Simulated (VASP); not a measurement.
# Mn (Pm-3m) in VASP: a series of runs

The runs below take Mn through single point, with r2SCAN.

Program: VASP 6.6.1. These are calculated values, not measurements. Logs are shortened: lines on timing, memory, paths and dates and some standing lists are left out, and cuts for length are marked.

## 1. The cell of the first run

The structure is cubic, space group Pm-3m (No. 221). Conventional cell: a = 2.289 Å, b = 2.289 Å, c = 2.289 Å, α = 90.00°, β = 90.00°, γ = 90.00°. Within 3.0 Å of Mn (site symmetry m-3m) lie 6 Mn at 2.29 Å.

## 2. Single point, r2SCAN (volume scaled by 1.04)

File POSCAR:

```
Mn
1.0
    2.2893271661      0.0000000000      0.0000000000
    0.0000000000      2.2893271661      0.0000000000
    0.0000000000      0.0000000000      2.2893271661
Mn
1
Direct
    0.0000000000      0.0000000000      0.0000000000
```

File INCAR.step1:

```
PREC = Accurate ; ENCUT = 520
ISMEAR = -1 ; SIGMA = 0.1
LREAL = False ; LASPH = True
NELM = 60 ; NBANDS = 12
GGA = PE ; ALGO = Normal
EDIFF = 1E-4 ; LWAVE = True
LCHARG = False
```

File INCAR.step2:

```
PREC = Accurate ; ENCUT = 520
EDIFF = 1E-6 ; ISMEAR = -1
SIGMA = 0.1 ; LREAL = False
LASPH = True ; NELM = 60
ALGO = Normal ; ISIF = 2
LWAVE = False ; LCHARG = False
METAGGA = R2SCAN ; LMIXTAU = True
NBANDS = 12 ; ISTART = 1
```

File KPOINTS:

```
regular mesh
0
Gamma
  16 16 16
```

Potentials or basis: VASP PAW PBE potentials, release 64 (Mn_pv).

Command:

```console
> cat potpaw_PBE.64/Mn_pv/POTCAR > POTCAR
> cp INCAR.step1 INCAR
> mpirun -np 1 vasp_std > vasp.out
> cp INCAR.step2 INCAR
> mpirun -np 1 vasp_std > vasp.out
```

OUTCAR:

```text
PREC = Accurate
   ENCUT = 520
   EDIFF = 1E-6
   ISMEAR = -1
   LREAL = False
   LASPH = True
   NELM = 60
   ISIF = 2
   METAGGA = R2SCAN
   ISTART = 1

 ion  position               nearest neighbor table
   1  0.000  0.000  0.000-

  LATTYP: Found a simple cubic cell.
 ALAT       =     2.2893271661

  Lattice vectors:

 A1 = (   2.2893271661,   0.0000000000,   0.0000000000)
 A2 = (   0.0000000000,   2.2893271661,   0.0000000000)
 A3 = (   0.0000000000,   0.0000000000,   2.2893271661)

Analysis of symmetry for initial positions (statically):
=====================================================================
 Subroutine PRICEL returns:
 Original cell was already a primitive cell.

 Routine SETGRP: Setting up the symmetry group for a
 simple cubic supercell.

 Subroutine GETGRP returns: Found 48 space group operations
 (whereof 48 operations were pure point group operations)
 out of a pool of 48 trial point group operations.

The static configuration has the point symmetry O_h .

Analysis of symmetry for dynamics (positions and initial velocities):
=====================================================================
 Subroutine PRICEL returns:
 Original cell was already a primitive cell.

 Routine SETGRP: Setting up the symmetry group for a
 simple cubic supercell.

 Subroutine GETGRP returns: Found 48 space group operations
 (whereof 48 operations were pure point group operations)
 out of a pool of 48 trial point group operations.

The dynamic configuration has the point symmetry O_h .

 Subroutine INISYM returns: Found 48 space group operations
 (whereof 48 operations are pure point group operations),
 and found     1 'primitive' translations

----------------------------------------------------------------------------------------

                                     Primitive cell

  volume of cell :      11.9984

  direct lattice vectors                    reciprocal lattice vectors
     2.289327166  0.000000000  0.000000000     0.436809563  0.000000000  0.000000000
     0.000000000  2.289327166  0.000000000     0.000000000  0.436809563  0.000000000
     0.000000000  0.000000000  2.289327166     0.000000000  0.000000000  0.436809563

  length of vectors
     2.289327166  2.289327166  2.289327166     0.436809563  0.436809563  0.436809563

  position of ions in fractional coordinates (direct lattice)
     0.000000000  0.000000000  0.000000000

  ion indices of the primitive-cell ions
   primitive index   ion index
                 1           1

----------------------------------------------------------------------------------------

 KPOINTS: regular mesh

Automatic generation of k-mesh.
 Grid dimensions read from file:
 generate k-points for:   16   16   16

 Generating k-lattice:

  Cartesian coordinates                     Fractional coordinates (reciprocal lattice)
     0.027300598  0.000000000  0.000000000     0.062500000  0.000000000  0.000000000
     0.000000000  0.027300598  0.000000000     0.000000000  0.062500000  0.000000000
     0.000000000  0.000000000  0.027300598     0.000000000  0.000000000  0.062500000

  Length of vectors
     0.027300598  0.027300598  0.027300598

  Shift w.r.t. Gamma in fractional coordinates (k-lattice)
     0.000000000  0.000000000  0.000000000

 Subroutine IBZKPT returns following result:
 ===========================================

 Found    165 irreducible k-points:

 Following reciprocal coordinates:
            Coordinates               Weight
  0.000000  0.000000  0.000000      1.000000
  0.062500  0.000000  0.000000      6.000000
  0.125000  0.000000  0.000000      6.000000
  0.187500  0.000000  0.000000      6.000000
  0.250000  0.000000  0.000000      6.000000
  0.312500  0.000000  0.000000      6.000000
[... 16 lines left out ...]
  0.437500  0.125000  0.000000     24.000000
  0.500000  0.125000  0.000000     12.000000
 [... further k-points ...]
   k-points           NKPTS =    165   k-points in BZ     NKDIM =    165   number of bands    NBANDS=     12
   number of dos      NEDOS =    301   number of ions     NIONS =      1
   total plane-waves  NPLWV =   5832
   dimension x,y,z NGX =    18 NGY =   18 NGZ =   18
   dimension x,y,z NGXF=    36 NGYF=   36 NGZF=   36
   ions per type =               1
   NGX,Y,Z   is equivalent  to a cutoff of  13.07, 13.07, 13.07 a.u.
   NGXF,Y,Z  is equivalent  to a cutoff of  26.14, 26.14, 26.14 a.u.
 SYSTEM =  unknown system
   PREC   = accura    normal or accurate (medium, high low for compatibility)
   ISTART =      1    job   : 0-new  1-cont  2-samecut
   ICHARG =      0    charge: 1-file 2-atom 10-const
   ISPIN  =      1    spin polarized calculation?
   LNONCOLLINEAR =      F non collinear calculations
   LSORBIT =      F    spin-orbit coupling
   LASPH  =      T    aspherical Exc in radial PAW
   ENCUT  =  520.0 eV  38.22 Ry    6.18 a.u.   4.26  4.26  4.26*2*pi/ulx,y,z
   NELM   =     60;   NELMIN=  2; NELMDL=  0     # of ELM steps
   EDIFF  = 0.1E-05   stopping-criterion for ELM
   LREAL  =      F    real-space projection
   EDIFFG = 0.1E-04   stopping-criterion for IOM
   NSW    =      0    number of steps for IOM
   IBRION =     -1    ionic relax: 0-MD 1-quasi-New 2-CG
   NFREE  =      0    steps in history (QN), initial steepest desc. (CG)
   ISIF   =      2    stress and relaxation
   ISYM   =      2    0-nonsym 1-usesym 2-fastsym
   POTIM  = 0.5000    time-step for ionic-motion
   TEBEG  =    0.0;   TEEND  =   0.0 temperature during run
   PSTRESS=    0.0 pullay stress
   NELECT =      13.0000    total number of electrons
   NUPDOWN=      -1.0000    fix difference up-down
   EMIN   =  10.00;   EMAX   =-10.00  energy-range for DOS
   EFERMI =   0.00;   METHOD = LEGACY
   ISMEAR =    -1;   SIGMA  =   0.10  broadening in eV -4-tet -1-fermi 0-gaus
   EFERMI_NEDOS =   21; number of points for ismear=-14 and -15
   IALGO  =     38    algorithm
   IMIX   =      4    mixing-type and parameters
     AMIX     =   0.40;   BMIX     =  1.00
     AMIX_MAG =   1.60;   BMIX_MAG =  1.00
  volume/ion in A,a.u.               =      12.00        80.97
  Fermi-wavevector in a.u.,A,eV,Ry     =   1.681440  3.177461 38.466950  2.827241
  Thomas-Fermi vector in A             =   2.764997
   LORBIT       =      0    0 simple, 1 ext, 2 COOP (PROOUT), +10 PAW based schemes
   METAGGA = R2SCAN    functional components
   LHFCALC =     F    Hartree Fock is set to
   AEXX    =    0.0000 exact exchange contribution
   IVDW    =     0    specifies the selected vdW correction
   LEPSILON=     F    determine dielectric tensor
   LRPA    =     F    only Hartree local field effects (RPA)
 non-spin polarized calculation
  energy-cutoff  :      520.00
  volume of cell :       12.00
 maximum number of plane-waves:       341
 NGX is ok and might be reduce to    18
   NGX =  9   NGY =  9   NGZ =  9

 number of electron      13.0000018 magnetization

 Free energy of the ion-electron system (eV)
  ---------------------------------------------------
  ext. energy  EPLUGINS =         0.00000000
  ---------------------------------------------------
  free energy    TOTEN  =       -13.37962061 eV

  energy without entropy =      -13.32257452  energy(sigma->0) =      -13.35109756

 E-fermi :   9.3534     XC(G=0): -14.4629

 val. band max:        9.3342885764   @ k =   0.3125   0.1250   0.1250
 cond. band min:       9.3559933093   @ k =   0.3125   0.2500   0.2500
 fundamental gap:      0.0217047329
 Fermi energy:         9.3534009702

 k-point     1 :       0.0000    0.0000    0.0000
  band No.  band energies     occupation
      1     -40.2170      2.00000
      2     -40.2170      2.00000
      3     -40.2170      2.00000
      4       0.8586      2.00000
      5       5.3568      2.00000
      6       5.3568      2.00000
      7      11.0872      0.00000
      8      11.0872      0.00000
      9      11.0872      0.00000
     10      30.6003      0.00000
     11      30.6003      0.00000
     12      30.6003      0.00000

 k-point     2 :       0.0625    0.0000    0.0000
  band No.  band energies     occupation
      1     -40.2518      2.00000
      2     -40.2140      2.00000
      3     -40.2140      2.00000
      4       0.9921      2.00000
      5       5.3834      2.00000
      6       5.4448      2.00000
      7      11.0074      0.00000
      8      11.0075      0.00000
      9      11.0933      0.00000
     10      29.1659      0.00000
     11      30.7969      0.00000
     12      30.7969      0.00000

 k-point     3 :       0.1250    0.0000    0.0000
  band No.  band energies     occupation
      1     -40.3506      2.00000
      2     -40.2057      2.00000
      3     -40.2057      2.00000
      4       1.3814      2.00000
      5       5.4600      2.00000
      6       5.7010      2.00000
      7      10.7856      0.00000
      8      10.7856      0.00000
      9      11.1106      0.00000
     10      26.6229      0.00000
     11      31.3698      0.00000
     12      31.3698      0.00000
[... 286 lines left out ...]
 k-point    23 :       0.4375    0.1250    0.0000
  band No.  band energies     occupation
      1     -41.0530      2.00000
      2     -40.2689      2.00000
      3     -40.1319      2.00000
      4       5.5428      2.00000
      5       6.4014      2.00000
      6       7.1101      2.00000
      7       9.3659      0.93749
      8      10.3332      0.00011
      9      10.9848      0.00000
     10      16.5767      0.00000
     11      30.8470      0.00000
     12      35.0440      0.00000

 k-point    24 :       0.5000    0.1250    0.0000
  band No.  band energies     occupation
      1     -41.0855      2.00000
      2     -40.2657      2.00000
      3     -40.1290      2.00000
      4       5.8403      2.00000
      5       6.5268      2.00000
      6       6.8894      2.00000
      7       9.3050      1.23753
      8      10.5690      0.00001
      9      10.9923      0.00000
     10      16.0425      0.00000
     11      31.0639      0.00000
     12      35.6034      0.00000

 [... further k-points ...]

------------------------ aborting loop because EDIFF is reached ----------------------------------------

  FORCE on cell =-STRESS in cart. coord.  units (eV):
  Direction    XX          YY          ZZ          XY          YZ          ZX
  --------------------------------------------------------------------------------------
  -------------------------------------------------------------------------------------
  Total       -0.5835050     -0.5835050     -0.5835050     -0.0000000     -0.0000000      0.0000000
  in kB      -77.9168845    -77.9168845    -77.9168845     -0.0000000     -0.0000000      0.0000000
  external PRESSURE =     -77.9168845 kB  Pullay stress =       0.0000000 kB

 VOLUME and BASIS-vectors are now :
 -----------------------------------------------------------------------------
  energy-cutoff  :      520.00
  volume of cell :       12.00
      direct lattice vectors                 reciprocal lattice vectors
     2.289327166  0.000000000  0.000000000     0.436809563  0.000000000  0.000000000
     0.000000000  2.289327166  0.000000000     0.000000000  0.436809563  0.000000000
     0.000000000  0.000000000  2.289327166     0.000000000  0.000000000  0.436809563

 POSITION                                       TOTAL-FORCE (eV/Angst)
 -----------------------------------------------------------------------------------
      0.00000      0.00000      0.00000         0.000000      0.000000      0.000000
 -----------------------------------------------------------------------------------
    total drift:                               -0.000000      0.000000      0.000000

  FREE ENERGIE OF THE ION-ELECTRON SYSTEM (eV)
  ---------------------------------------------------
  free  energy   TOTEN  =       -13.3796206064 eV

  energy  without entropy=      -13.3225745154  energy(sigma->0) =      -13.35109756
```

Run time: 52 s. Hardware: 1 thread of Intel Xeon Platinum 8259CL at 2.50GHz (Skylake/Cascade Lake), shared host; peak memory 0.13 GiB.

What came out:

- Free energy: -13.3796 eV
- Pressure: -7.8 GPa

Caveat: the PAW data sets were made with another functional, which shifts forces and pressure a little; the run has no spin polarisation, though such a crystal can be magnetic. Spin polarisation is off, so any magnetic state and its effect on volume and gap are missing.

## 3. Single point, r2SCAN (volume scaled by 1.08)

File POSCAR:

```
Mn
1.0
    2.3183090676      0.0000000000      0.0000000000
    0.0000000000      2.3183090676      0.0000000000
    0.0000000000      0.0000000000      2.3183090676
Mn
1
Direct
    0.0000000000      0.0000000000      0.0000000000
```

File INCAR.step1:

```
SYSTEM = Mn
ALGO = Normal ; EDIFF = 1E-4
ENCUT = 520 ; GGA = PE
ISMEAR = -1 ; LASPH = .TRUE.
LCHARG = .FALSE. ; LREAL = .FALSE.
LWAVE = .TRUE. ; NBANDS = 12
NELM = 60 ; PREC = Accurate
SIGMA = 0.1
```

File INCAR.step2:

```
SYSTEM = Mn
ALGO = Normal ; EDIFF = 1E-6
ENCUT = 520 ; ISIF = 2
ISMEAR = -1 ; ISTART = 1
LASPH = .TRUE. ; LCHARG = .TRUE.
LELF = .TRUE. ; LMIXTAU = .TRUE.
LREAL = .FALSE. ; LVHAR = .TRUE.
LWAVE = .FALSE. ; METAGGA = R2SCAN
NBANDS = 12 ; NELM = 60
PREC = Accurate ; SIGMA = 0.1
```

File KPOINTS:

```
k-points
0
G
  16 16 16
  0 0 0
```

Potentials or basis: VASP PAW PBE potentials, release 64 (Mn_pv).

Command:

```console
> cat potpaw_PBE.64/Mn_pv/POTCAR > POTCAR
> cp INCAR.step1 INCAR
> mpirun -np 1 vasp_std > vasp.out
> cp INCAR.step2 INCAR
> mpirun -np 1 vasp_std > vasp.out
```

It took 57 s on 1 thread of Intel Xeon Platinum 8259CL at 2.50GHz (Skylake/Cascade Lake), shared host; peak memory 0.13 GiB.

Results (log left out):

| Item | Value |
| --- | --- |
| Free energy | -13.3471 eV |
| Pressure | -14.8 GPa |

Levels at points of the mesh, in eV from the Fermi level:
```tsv
k point	band 4	band 5	band 6	band 7	band 8	band 9
(0.00, 0.00, 0.00)	-8.31	-3.82	-3.82	1.64	1.64	1.64
(0.50, 0.00, 0.00)	-3.81	-3.11	-1.26	-0.09	-0.09	1.80
(0.50, 0.50, 0.00)	-4.81	-2.44	0.28	0.28	2.55	5.96
(0.50, 0.50, 0.50)	-3.26	-3.26	-3.26	2.64	2.64	12.33
```

Caveat: the PAW data sets were made with another functional, which shifts forces and pressure a little; the run has no spin polarisation, though such a crystal can be magnetic.

## 4. Single point, r2SCAN (volume scaled by 1.12)

File POSCAR:

```
Mn
1.0
    2.3465839160      0.0000000000      0.0000000000
    0.0000000000      2.3465839160      0.0000000000
    0.0000000000      0.0000000000      2.3465839160
Mn
1
Direct
    0.0000000000      0.0000000000      0.0000000000
```

File INCAR.step1:

```
ALGO = Normal ; EDIFF = 1E-4
ENCUT = 520 ; GGA = PE
ISMEAR = -1 ; LASPH = T
LCHARG = F ; LREAL = F
LWAVE = T ; NBANDS = 12
NELM = 100 ; PREC = Accurate
SIGMA = 0.1
```

File INCAR.step2:

```
ALGO = Normal ; EDIFF = 1E-7
ENCUT = 520 ; ISIF = 2
ISMEAR = -1 ; ISTART = 1
LASPH = T ; LCHARG = F
LMIXTAU = T ; LREAL = F
LWAVE = F ; METAGGA = R2SCAN
NBANDS = 12 ; NELM = 100
PREC = Accurate ; SIGMA = 0.1
```

File KPOINTS:

```
k-points
0
Gamma
  16 16 16
```

Command:

```console
> cat potpaw_PBE.64/Mn_pv/POTCAR > POTCAR
> cp INCAR.step1 INCAR
> mpirun -np 1 vasp_std > vasp.out
> cp INCAR.step2 INCAR
> mpirun -np 1 vasp_std > vasp.out
```

Run time: 56 s. Hardware: 1 thread of Intel Xeon Platinum 8259CL at 2.50GHz (Skylake/Cascade Lake), shared host; peak memory 0.14 GiB.

Results (log left out):

```yaml
Free_energy: -13.2966 eV
Pressure: -20.3 GPa
```

Levels at points of the mesh, in eV from the Fermi level:
```csv
k point,band 2,band 3,band 4,band 5,band 6,band 7,band 8,band 9,band 10,band 11
"(0.00, 0.00, 0.00)",-49.60,-49.60,-8.13,-3.65,-3.65,1.56,1.56,1.56,20.31,20.31
"(0.50, 0.00, 0.00)",-49.54,-49.54,-3.72,-2.98,-1.21,-0.08,-0.08,1.71,6.06,22.53
"(0.50, 0.50, 0.00)",-50.21,-49.48,-4.56,-2.36,0.27,0.27,2.40,5.78,5.78,12.37
"(0.50, 0.50, 0.50)",-50.12,-50.12,-3.08,-3.08,-3.08,2.49,2.49,12.29,13.51,13.51
```

Caveat: the PAW data sets were made with another functional, which shifts forces and pressure a little; the run has no spin polarisation, though such a crystal can be magnetic.

(Continued in part 2 of 2.)
